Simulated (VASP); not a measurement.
# TiSi16 (a cell with a defect) in VASP: notebook, part 2 of 2

VASP 6.6.1.

### Step 4. Single point, PBE+D3(BJ)

Contents of INCAR:

```
ALGO = Normal
EDIFF = 1E-6
ENCUT = 520
GGA = PE
ISIF = 2
ISMEAR = -1
IVDW = 12
LASPH = T
LCHARG = T
LELF = T
LREAL = Auto
LVHAR = T
LWAVE = F
NBANDS = 52
NELM = 60
PREC = Accurate
SIGMA = 0.02
```

Contents of KPOINTS:

```
k-points
0
Gamma
  2 2 2
```

Contents of POSCAR:

```
TiSi16
1.0
    0.0000000000      5.4300000000      5.4300000000
    5.4300000000      0.0000000000      5.4300000000
    5.4300000000      5.4300000000      0.0000000000
Si Ti
16 1
Direct
    0.0366979742     -0.0125053407     -0.0124173112
    0.1331829650      0.1261884899      0.1262719153
   -0.0088228361      0.0079281768      0.5001180479
    0.1331113260      0.1262210866      0.6137361878
   -0.0087491713      0.5000403315      0.0079716390
    0.1332025783      0.6136394107      0.1262650092
   -0.0088146409      0.5000695212      0.5001067219
    0.0889690608      0.6367585635      0.6368057090
    0.5066410681      0.0115883978      0.0116821363
    0.6659960405      0.1111547882      0.1111479742
    0.5065596685      0.0116300184      0.4695193370
    0.6190925414      0.1483277164      0.6159833333
    0.5066732965      0.4695377532      0.0116112339
    0.6191683241      0.6159745856      0.1483432781
    0.4606232044      0.5129108656      0.5129193370
    0.6190953959      0.6160099448      0.6159364641
    0.4707159300      0.8429094843      0.8429010129
```

Potentials or basis: VASP PAW PBE potentials, release 64 (Si, Ti_sv).

The run is started by

```bash
$ cat potpaw_PBE.64/Si/POTCAR potpaw_PBE.64/Ti_sv/POTCAR > POTCAR
$ mpirun -np 1 vasp_std > vasp.out
```

OUTCAR:

```text
EDIFF = 1E-6
   ENCUT = 520
   GGA = PE
   ISIF = 2
   ISMEAR = -1
   IVDW = 12
   LASPH = T
   LREAL = Auto
   NELM = 60
   PREC = Accurate
 IVDW          = 12

 ion  position               nearest neighbor table
   1  0.037  0.987  0.988-  10 2.32   4 2.35   6 2.35   2 2.35  17 2.72
   2  0.133  0.126  0.126-   9 2.35   3 2.35   5 2.35   1 2.35
   3  0.991  0.008  0.500-   8 2.33  12 2.34   4 2.35   2 2.35
   4  0.133  0.126  0.614-  11 2.35   3 2.35   7 2.35   1 2.35
   5  0.991  0.500  0.008-   8 2.33  14 2.34   6 2.35   2 2.35
   6  0.133  0.614  0.126-  13 2.35   5 2.35   7 2.35   1 2.35
   7  0.991  0.500  0.500-   8 2.33  16 2.34   6 2.35   4 2.35
   8  0.089  0.637  0.637-  15 2.33   3 2.33   5 2.33   7 2.33
   9  0.507  0.012  0.012-  10 2.26   2 2.35  17 2.41  14 2.48  12 2.48
  10  0.666  0.111  0.111-  13 2.26  11 2.26   9 2.26   1 2.32
  11  0.507  0.012  0.470-  10 2.26   4 2.35  17 2.41  16 2.48  12 2.48
  12  0.619  0.148  0.616-  15 2.30   3 2.34  11 2.48   9 2.48  17 2.54
  13  0.507  0.470  0.012-  10 2.26   6 2.35  17 2.41  14 2.48  16 2.48
  14  0.619  0.616  0.148-  15 2.30   5 2.34   9 2.48  13 2.48  17 2.54
  15  0.461  0.513  0.513-  12 2.30  14 2.30  16 2.30   8 2.33
  16  0.619  0.616  0.616-  15 2.30   7 2.34  11 2.48  13 2.48  17 2.54
[... 211 lines left out ...]
      5      -5.6921      2.00000
      6      -3.5023      2.00000
[... 413 lines left out ...]
     49       9.9118      0.00000
     50      10.4854      0.00000
 [bands above 50 left out]

------------------------ aborting loop because EDIFF is reached ----------------------------------------

 Edisp (eV)   -5.83770

 E8    (eV) :    -2.4418

  FORCE on cell =-STRESS in cart. coord.  units (eV):
  Direction    XX          YY          ZZ          XY          YZ          ZX
  --------------------------------------------------------------------------------------
  -------------------------------------------------------------------------------------
  Total       3.26160     3.25646     3.26510     0.97806    -0.98713     0.98409
  in kB      16.31970    16.29397    16.33718     4.89381    -4.93918     4.92399
  external pressure =       16.32 kB  Pullay stress =        0.00 kB

 VOLUME and BASIS-vectors are now :
 -----------------------------------------------------------------------------
  energy-cutoff  :      520.00
  volume of cell :      320.21
      direct lattice vectors                 reciprocal lattice vectors
     0.000000000  5.430000000  5.430000000    -0.092081031  0.092081031  0.092081031
     5.430000000  0.000000000  5.430000000     0.092081031 -0.092081031  0.092081031
     5.430000000  5.430000000  0.000000000     0.092081031  0.092081031 -0.092081031

 POSITION                                       TOTAL-FORCE (eV/Angst)
 -----------------------------------------------------------------------------------
     10.72467      5.56184      5.56137        -0.092175      0.090211      0.090730
      1.37086      1.40884      1.40839        -0.022253      0.093602      0.093640
      2.75869      8.09773      5.42514        -0.083586      0.083575      0.059368
      4.01797      4.05538      1.40818        -0.094514      0.022166      0.093050
      2.75850      5.42578      8.09771        -0.083520      0.059319      0.083300
      4.01768      1.40891      4.05535        -0.094222      0.092951      0.022772
[... 9 lines left out ...]
      6.68947      6.70622      6.70662         0.075556      0.087443      0.086341
      9.15395      7.13294      7.13299         1.241865     -1.239042     -1.239782
 -----------------------------------------------------------------------------------
    total drift:                               -0.002402     -0.003864     -0.003438

  FREE ENERGIE OF THE ION-ELECTRON SYSTEM (eV)
  ---------------------------------------------------
  free  energy   TOTEN  =       -97.0826871330 eV

  energy  without entropy=      -97.0662484664  energy(sigma->0) =      -97.07446780
```

Wall time 6.3 min (1 thread of Intel Xeon 8259CL, shared host); peak memory 0.49 GiB.

Results:

```
Free energy                : -97.0827 eV
Pressure                   : 1.6 GPa
Largest force              : 2.148 eV/Å
Band gap on the k mesh     : zero (bands 38 and 39 overlap by 0.31 eV)
Dispersion energy per atom : -0.343 eV
```

Forces on the atoms (eV/Å):
```
Si  -0.092  0.090  0.091
Si  -0.022  0.094  0.094
Si  -0.084  0.084  0.059
Si  -0.095  0.022  0.093
Si  -0.084  0.059  0.083
Si  -0.094  0.093  0.023
Si  -0.060  0.084  0.084
Si  -0.073  0.072  0.072
Si  -0.083  0.158  0.159
Si  -0.102  0.104  0.104
Si  -0.159  0.083  0.159
Si  -0.086  0.087 -0.075
Si  -0.159  0.159  0.083
Si  -0.086 -0.075  0.086
Si  -0.039  0.038  0.038
Si   0.076  0.087  0.086
Ti   1.242 -1.239 -1.240
```

Caveat: the k points lie up to 0.50 Å⁻¹ apart.

### Step 5. Overview

| cell | gap on the mesh (eV) | pressure (GPa) | largest force (eV/Å) |
| --- | --- | --- | --- |
| as given, atomic positions A | none | 0.8 | 1.99 |
| as given, atomic positions B | none | 0.8 | 1.98 |
| as given, atomic positions C | none | 1.6 | 2.15 |

Alike in all rows: task single point; level PBE+D3(BJ); potentials or basis VASP PAW PBE potentials, release 64 (Si, Ti_sv); no spin polarisation; k mesh 2 × 2 × 2; cutoff (eV) 520; smearing fermi-dirac 0.02 eV.

Caveats: all runs use coarse meshes.

Total energies depend on the potentials used, so only differences within one code and one set of settings carry meaning.
